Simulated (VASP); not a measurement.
# SiC (P6_3/mmc) in VASP: a series of runs

SiC is run at these levels: r2SCAN; tasks: single point, relaxation of cell and atoms.

Everything below comes from runs of VASP 6.6.1. Logs are shortened: lines on timing, memory, paths and dates and some standing lists are left out, and cuts for length are marked.

**1. The cell of the first run**

It takes space group P6_3/mmc (No. 194, hexagonal). Conventional cell: a = 3.137 Å, b = 3.137 Å, c = 4.936 Å, α = 90.00°, β = 90.00°, γ = 120.00°. Si (site symmetry -6m2) has 5 C at 1.81 to 2.47 Å within 2.5 Å. Within 2.5 Å of C (site symmetry -6m2) lie 5 Si at 1.81 to 2.47 Å.

**2. Single point, r2SCAN**

POSCAR

```
SiC
1.0
    3.1369624651      0.0000000000      0.0000000000
   -1.5684812326      2.7166891855      0.0000000000
    0.0000000000      0.0000000000      4.9361753480
Si C
2 2
Direct
    0.3333333333      0.6666666667      0.0000000000
    0.6666666667      0.3333333333      0.5000000000
    0.3333333333      0.6666666667      0.5000000000
    0.6666666667      0.3333333333      1.0000000000
```

INCAR.step1

```
  ALGO = Normal
  EDIFF = 1E-4
  ENCUT = 520
  GGA = PE
  ISMEAR = 0
  LASPH = T
  LCHARG = F
  LREAL = F
  LWAVE = T
  NBANDS = 16
  NELM = 100
  PREC = Accurate
  SIGMA = 0.01
```

INCAR.step2

```
  ALGO = Normal
  EDIFF = 1E-6
  ENCUT = 520
  ISIF = 2
  ISMEAR = 0
  ISTART = 1
  LASPH = T
  LCHARG = F
  LMIXTAU = T
  LREAL = F
  LWAVE = F
  METAGGA = R2SCAN
  NBANDS = 16
  NELM = 100
  PREC = Accurate
  SIGMA = 0.01
```

KPOINTS

```
k-points
0
Gamma
  15 15 8
```

Potentials or basis: VASP PAW PBE potentials, release 64 (Si, C).

Command:

```sh
$ cat potpaw_PBE.64/Si/POTCAR potpaw_PBE.64/C/POTCAR > POTCAR
$ cp INCAR.step1 INCAR
$ mpirun -np 1 vasp_std > vasp.out
$ cp INCAR.step2 INCAR
$ mpirun -np 1 vasp_std > vasp.out
```

OUTCAR:

```text
EDIFF = 1E-6
   ENCUT = 520
   ISIF = 2
   ISMEAR = 0
   ISTART = 1
   LASPH = T
   LREAL = F
   METAGGA = R2SCAN
   NELM = 100
   PREC = Accurate

 ion  position               nearest neighbor table
   1  0.333  0.667  0.000-   4 1.81   4 1.81   4 1.81   3 2.47   3 2.47   2 3.06   2 3.06   2 3.06
                             2 3.06   2 3.06   2 3.06
   2  0.667  0.333  0.500-   3 1.81   3 1.81   3 1.81   4 2.47   4 2.47   1 3.06   1 3.06   1 3.06
                             1 3.06   1 3.06   1 3.06
   3  0.333  0.667  0.500-   2 1.81   2 1.81   2 1.81   1 2.47   1 2.47
   4  0.667  0.333  0.000-   1 1.81   1 1.81   1 1.81   2 2.47   2 2.47

  LATTYP: Found a hexagonal cell.
 ALAT       =     3.1369624651
 C/A-ratio  =     1.5735525697

  Lattice vectors:

 A1 = (   3.1369624651,   0.0000000000,   0.0000000000)
 A2 = (  -1.5684812326,   2.7166891855,   0.0000000000)
 A3 = (   0.0000000000,   0.0000000000,   4.9361753480)

Analysis of symmetry for initial positions (statically):
=====================================================================
 Subroutine PRICEL returns:
 Original cell was already a primitive cell.

 Routine SETGRP: Setting up the symmetry group for a
 hexagonal supercell.

 Subroutine GETGRP returns: Found 24 space group operations
 (whereof 12 operations were pure point group operations)
 out of a pool of 24 trial point group operations.

The static configuration has the point symmetry D_3h.
 The point group associated with its full space group is D_6h.

Analysis of symmetry for dynamics (positions and initial velocities):
=====================================================================
 Subroutine PRICEL returns:
 Original cell was already a primitive cell.

 Routine SETGRP: Setting up the symmetry group for a
 hexagonal supercell.

 Subroutine GETGRP returns: Found 24 space group operations
 (whereof 12 operations were pure point group operations)
 out of a pool of 24 trial point group operations.

The dynamic configuration has the point symmetry D_3h.
 The point group associated with its full space group is D_6h.

 Subroutine INISYM returns: Found 24 space group operations
 (whereof 12 operations are pure point group operations),
 and found     1 'primitive' translations

----------------------------------------------------------------------------------------

[... 97 lines left out ...]
   LREAL  =      F    real-space projection
   EDIFFG = 0.1E-04   stopping-criterion for IOM
   NSW    =      0    number of steps for IOM
   IBRION =     -1    ionic relax: 0-MD 1-quasi-New 2-CG
   NFREE  =      0    steps in history (QN), initial steepest desc. (CG)
   ISIF   =      2    stress and relaxation
   ISYM   =      2    0-nonsym 1-usesym 2-fastsym
   POTIM  = 0.5000    time-step for ionic-motion
   TEBEG  =    0.0;   TEEND  =   0.0 temperature during run
   PSTRESS=    0.0 pullay stress
   NELECT =      16.0000    total number of electrons
   NUPDOWN=      -1.0000    fix difference up-down
   EMIN   =  10.00;   EMAX   =-10.00  energy-range for DOS
   EFERMI =   0.00;   METHOD = LEGACY
   ISMEAR =     0;   SIGMA  =   0.01  broadening in eV -4-tet -1-fermi 0-gaus
   EFERMI_NEDOS =   21; number of points for ismear=-14 and -15
   IALGO  =     38    algorithm
   IMIX   =      4    mixing-type and parameters
     AMIX     =   0.40;   BMIX     =  1.00
     AMIX_MAG =   1.60;   BMIX_MAG =  1.00
  volume/ion in A,a.u.               =      10.52        70.97
  Fermi-wavevector in a.u.,A,eV,Ry     =   1.186137  2.241474 19.142324  1.406921
  Thomas-Fermi vector in A             =   2.322316
   LORBIT       =      0    0 simple, 1 ext, 2 COOP (PROOUT), +10 PAW based schemes
   METAGGA = R2SCAN    functional components
   LHFCALC =     F    Hartree Fock is set to
   AEXX    =    0.0000 exact exchange contribution
   IVDW    =     0    specifies the selected vdW correction
   LEPSILON=     F    determine dielectric tensor
   LRPA    =     F    only Hartree local field effects (RPA)
 non-spin polarized calculation
 Gauss-broadening in eV      SIGMA  =   0.01
  energy-cutoff  :      520.00
  volume of cell :       42.07
 maximum number of plane-waves:      1150
 NGX is ok and might be reduce to    24
   NGX = 11   NGY = 11   NGZ = 19

 number of electron      16.0000001 magnetization

 Free energy of the ion-electron system (eV)
  ---------------------------------------------------
  ext. energy  EPLUGINS =         0.00000000
  ---------------------------------------------------
  free energy    TOTEN  =       -36.69126052 eV

  energy without entropy =      -36.69126052  energy(sigma->0) =      -36.69126052

 E-fermi :  10.3896     XC(G=0): -11.9147

 val. band max:       10.3371648353   @ k =   0.0000   0.0000   0.0000
 cond. band min:      10.4867627509   @ k =   0.4667   0.0000   0.0000
 fundamental gap:      0.1495979156
 Fermi energy:        10.3896033829

 k-point     1 :       0.0000    0.0000    0.0000
  band No.  band energies     occupation
      1      -8.3408      2.00000
      2      -4.7660      2.00000
      3       0.1786      2.00000
      4       5.6071      2.00000
      5       5.6071      2.00000
      6       6.9430      2.00000
[... 433 lines left out ...]
      3       0.0678      2.00000
      4       1.2172      2.00000
      5       1.8224      2.00000
      6       3.9916      2.00000
[... 8 lines left out ...]
     15      19.0085      0.00000
     16      21.5267      0.00000

 [... further k-points ...]

------------------------ aborting loop because EDIFF is reached ----------------------------------------

  FORCE on cell =-STRESS in cart. coord.  units (eV):
  Direction    XX          YY          ZZ          XY          YZ          ZX
  --------------------------------------------------------------------------------------
  -------------------------------------------------------------------------------------
  Total       -0.1058348     -0.1058348      0.0288236      0.0000000      0.0000000      0.0000000
  in kB       -4.0308736     -4.0308736      1.0977891      0.0000000      0.0000000      0.0000000
  external PRESSURE =      -2.3213193 kB  Pullay stress =       0.0000000 kB

 VOLUME and BASIS-vectors are now :
 -----------------------------------------------------------------------------
  energy-cutoff  :      520.00
  volume of cell :       42.07
      direct lattice vectors                 reciprocal lattice vectors
     3.136962465  0.000000000  0.000000000     0.318779715  0.184047554  0.000000000
    -1.568481233  2.716689185  0.000000000     0.000000000  0.368095108  0.000000000
     0.000000000  0.000000000  4.936175348     0.000000000  0.000000000  0.202585996

 POSITION                                       TOTAL-FORCE (eV/Angst)
 -----------------------------------------------------------------------------------
     -0.00000      1.81113      0.00000         0.000000      0.000000      0.000000
      1.56848      0.90556      2.46809        -0.000000     -0.000000      0.000000
     -0.00000      1.81113      2.46809        -0.000000      0.000000      0.000000
      1.56848      0.90556      0.00000         0.000000      0.000000      0.000000
 -----------------------------------------------------------------------------------
    total drift:                               -0.000000      0.000000     -0.000000

  FREE ENERGIE OF THE ION-ELECTRON SYSTEM (eV)
  ---------------------------------------------------
  free  energy   TOTEN  =       -36.6912605178 eV

  energy  without entropy=      -36.6912605178  energy(sigma->0) =      -36.69126052
```

Run time: 1.9 min. Hardware: 1 thread of Intel Xeon 6975P-C (Granite Rapids), shared host; peak memory 0.21 GiB.

What came out:

```yaml
Free_energy: -36.6913 eV
Pressure: -0.2 GPa
Band_gap_on_the_k_mesh: 0.15 eV (least direct gap 1.89 eV)
```

Caveat: the PAW data sets were made with another functional, which shifts forces and pressure a little; an odd mesh through Γ misses points on the zone boundary, where band edges can lie.

**3. Relaxation of cell and atoms, r2SCAN**

This run uses another cell than the first one, of 10.48 Å³/atom.

POSCAR

```
SiC
1.0
    3.1391828972      0.0000000000      0.0000000000
   -1.5695914486      2.7186121361      0.0000000000
    0.0000000000      0.0000000000      4.9130700729
Si C
2 2
Direct
    0.3333333333      0.6666666667      0.0000000000
    0.6666666667      0.3333333333      0.5000000000
    0.3333333333      0.6666666667      0.5000000000
    0.6666666667      0.3333333333      1.0000000000
```

INCAR.step1

```
SYSTEM = SiC
ALGO = Normal
EDIFF = 1E-4
ENCUT = 600
GGA = PE
ISMEAR = 0
LASPH = .TRUE.
LCHARG = .FALSE.
LREAL = .FALSE.
LWAVE = .TRUE.
NELM = 100
PREC = Accurate
SIGMA = 0.01
```

INCAR.step2

```
SYSTEM = SiC
ALGO = Normal
EDIFF = 1E-6
EDIFFG = -0.002
ENCUT = 600
IBRION = 2
ISIF = 3
ISMEAR = 0
ISTART = 1
LASPH = .TRUE.
LCHARG = .FALSE.
LMIXTAU = .TRUE.
LREAL = .FALSE.
LWAVE = .FALSE.
METAGGA = R2SCAN
NELM = 100
NSW = 100
PREC = Accurate
SIGMA = 0.01
```

KPOINTS

```
k-points
0
G
  15 15 8
  0 0 0
```

Potentials or basis: VASP PAW PBE potentials, release 64 (Si, C).

Command:

```sh
$ cat potpaw_PBE.64/Si/POTCAR potpaw_PBE.64/C/POTCAR > POTCAR
$ cp INCAR.step1 INCAR
$ mpirun -np 1 vasp_std > vasp.out
$ cp INCAR.step2 INCAR
$ mpirun -np 1 vasp_std > vasp.out
```

It took 11 min on 1 thread of Intel Xeon 6975P-C (Granite Rapids), shared host; peak memory 0.23 GiB.

It converged, with:

| Quantity | Value |
| --- | --- |
| Free energy | -36.6953 eV |
| Relaxed volume | 10.52 Å³/atom |
| Relaxed cell | a = 3.134 Å, b = 3.134 Å, c = 4.947 Å, α = 90.00°, β = 90.00°, γ = 120.00° |
| Space group after relaxing (to 0.1 Å) | P6_3/mmc (No. 194) |
| Energy gained by relaxing | 0.1 meV/atom |
| Ionic steps | 8 |
| Pressure after relaxing | 0.0 GPa |
| Band gap on the k mesh | 0.21 eV (least direct gap 1.97 eV) |

The path:
```csv
step,energy change (eV),largest force (eV/Å),pressure (GPa),volume (Å³)
1,0.0000,0.0000,-0.43,41.93
2,0.0001,0.0000,0.86,41.76
3,-0.0002,0.0000,0.13,41.85
4,-0.0002,0.0000,0.11,41.86
5,-0.0003,0.0000,0.10,41.88
6,-0.0004,0.0000,0.05,41.96
7,-0.0004,0.0000,-0.04,42.13
8,-0.0004,0.0000,-0.02,42.08
```

Final structure:
```yaml
crystal:
  lattice:
    - [3.13398, 0.00000, 0.00000]
    - [-1.56699, 2.71410, 0.00000]
    - [0.00000, 0.00000, 4.94680]
  atoms:
    - { symbol: Si, position: [0.33333, 0.66667, 0.00000] }
    - { symbol: Si, position: [0.66667, 0.33333, 0.50000] }
    - { symbol: C, position: [0.33333, 0.66667, 0.50000] }
    - { symbol: C, position: [0.66667, 0.33333, 0.00000] }
```

Levels at points of the mesh, in eV from the valence-band top:
```
           k point  band 4  band 5  band 6  band 7  band 8  band 9  band 10  band 11  band 12
(0.00, 0.00, 0.00)   -4.69   -4.69   -3.37   -3.37    0.00    1.97     3.98     4.31     4.31
(0.00, 0.00, 0.50)   -5.58   -4.08   -4.08   -4.08   -4.08    3.34     3.34     4.91     4.91
```

Caveat: the PAW data sets were made with another functional, which shifts forces and pressure a little; an odd mesh through Γ misses points on the zone boundary, where band edges can lie.

**4. Single point, r2SCAN**

This run uses another cell than the first one, of 10.34 Å³/atom.

POSCAR

```
SiC
1.0
    3.0760000000      0.0000000000      0.0000000000
   -1.5380000000      2.6638941420      0.0000000000
    0.0000000000      0.0000000000      5.0480000000
Si C
2 2
Direct
    0.3333333333      0.6666666667      0.0000000000
    0.6666666667      0.3333333333      0.5000000000
    0.3333333333      0.6666666667      0.5000000000
    0.6666666667      0.3333333333      1.0000000000
```

INCAR.step1

```
SYSTEM = SiC
PREC     = Accurate       ! precision mode
ENCUT    = 520            ! plane-wave cutoff, eV
ISMEAR   = 0              ! smearing method
SIGMA    = 0.1            ! smearing width, eV
LREAL    = .FALSE.        ! projectors in reciprocal space
LASPH    = .TRUE.         ! aspherical terms in the spheres
NELM     = 100            ! most SCF steps
NBANDS   = 16             ! bands
GGA      = PE             ! functional
ALGO     = Normal         ! electronic algorithm
EDIFF    = 1E-4           ! SCF threshold, eV
LWAVE    = .TRUE.         ! write WAVECAR
LCHARG   = .FALSE.        ! write CHGCAR
```

INCAR.step2

```
SYSTEM = SiC
PREC     = Accurate       ! precision mode
ENCUT    = 520            ! plane-wave cutoff, eV
EDIFF    = 1E-7           ! SCF threshold, eV
ISMEAR   = 0              ! smearing method
SIGMA    = 0.1            ! smearing width, eV
LREAL    = .FALSE.        ! projectors in reciprocal space
LASPH    = .TRUE.         ! aspherical terms in the spheres
NELM     = 100            ! most SCF steps
ALGO     = Normal         ! electronic algorithm
ISIF     = 2              ! what is computed and relaxed
LWAVE    = .FALSE.        ! write WAVECAR
LCHARG   = .FALSE.        ! write CHGCAR
METAGGA  = R2SCAN         ! meta-GGA
LMIXTAU  = .TRUE.       
NBANDS   = 16             ! bands
ISTART   = 1
```

KPOINTS

```
regular mesh
0
G
  6 6 4
  0 0 0
```

Command:

```sh
$ cat potpaw_PBE.64/Si/POTCAR potpaw_PBE.64/C/POTCAR > POTCAR
$ cp INCAR.step1 INCAR
$ mpirun -np 1 vasp_std > vasp.out
$ cp INCAR.step2 INCAR
$ mpirun -np 1 vasp_std > vasp.out
```

Run time: 32 s. Hardware: 1 thread of Intel Xeon 6975P-C (Granite Rapids), shared host; peak memory 0.15 GiB.

Results (log left out):

```yaml
Free_energy: -36.6268 eV
Pressure: 10.3 GPa
Band_gap_on_the_k_mesh: 0.98 eV (least direct gap 3.27 eV)
```

Stress tensor (GPa, compression positive):
```
14.43  0.00  0.00
 0.00 14.43  0.00
 0.00  0.00  2.15
```

Levels at points of the mesh, in eV from the valence-band top:
| k point | band 6 | band 7 | band 8 | band 9 | band 10 | band 11 |
| --- | --- | --- | --- | --- | --- | --- |
| (0.00, 0.00, 0.00) | -3.08 | -3.08 | 0.00 | 3.27 | 4.31 | 5.14 |
| (0.50, 0.00, 0.00) | -6.08 | -4.34 | -3.82 | 0.98 | 3.80 | 4.25 |
| (0.00, 0.00, 0.50) | -3.66 | -3.66 | -3.66 | 4.49 | 4.49 | 5.69 |
| (0.50, 0.00, 0.50) | -5.32 | -2.98 | -2.98 | 1.77 | 1.77 | 2.63 |

Caveat: the cell stands under pressure; the PAW data sets were made with another functional, which shifts forces and pressure a little.

**5. Summary**

| task | cell | k mesh | cutoff (eV) | smearing | gap on the mesh (eV) | pressure (GPa) |
| --- | --- | --- | --- | --- | --- | --- |
| single point | a = 3.137, b = 3.137, c = 4.936 Å, angles 90.0, 90.0, 120.0°, 4 atoms | 15 × 15 × 8 | 520 | gaussian 0.01 eV | 0.15 | -0.2 |
| relaxation of cell and atoms | relaxed from a = 3.139, b = 3.139, c = 4.913 Å, angles 90.0, 90.0, 120.0°, 4 atoms | 15 × 15 × 8 | 600 | gaussian 0.01 eV | 0.21 | 0.0 |
| single point | a = 3.076, b = 3.076, c = 5.048 Å, angles 90.0, 90.0, 120.0°, 4 atoms | 6 × 6 × 4 | 520 | gaussian 0.1 eV | 0.98 | 10.3 |

Alike in all rows: level r2SCAN; potentials or basis VASP PAW PBE potentials, release 64 (Si, C); no spin polarisation.

Caveats: the PAW data sets were made with another functional, which shifts forces and pressure a little; an odd mesh through Γ misses points on the zone boundary, where band edges can lie (at least some runs); the cell stands under pressure (at least some runs).

Total energies depend on the potentials used, so only differences within one code and one set of settings carry meaning.
